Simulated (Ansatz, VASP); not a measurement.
## One calculation of CdS, two programs

```
CELL_PARAMETERS angstrom
4.16379 0.00000 0.00000
-2.08190 3.60595 0.00000
0.00000 0.00000 6.76625
ATOMIC_POSITIONS crystal
Cd 0.33333 0.66667 0.99904
Cd 0.66667 0.33333 0.49904
S 0.33333 0.66667 0.37596
S 0.66667 0.33333 0.87596
```

Change from the starting cell: unstrained.

Alike in both runs: task single point; functional r2SCAN; k mesh 6 × 6 × 4; no spin polarisation.

|  | VASP | Ansatz |
| --- | --- | --- |
| version | VASP 6.6.1 | Ansatz 0.2.0 |
| potentials or method | VASP PAW PBE potentials, release 64 (Cd, S) | PAW with Ansatz's default frozen-core files, scalar-relativistic |
| plane-wave cutoff (eV) | 520 | 500 |
| occupations | gaussian, width 0.01 eV | fixed |
| valence electrons in the cell | 36 | 52 |

```tsv
	VASP	Ansatz	Ansatz less VASP
gap on the k mesh at the Fermi level (eV)	1.63	1.63	+0.005
pressure (GPa)	0.3	0.0	-0.31
```

VASP's potentials were made for PBE, not for r2SCAN. VASP's potentials hold 36 valence electrons a cell and Ansatz's 52, so a difference there can come from the potentials and not from the codes.
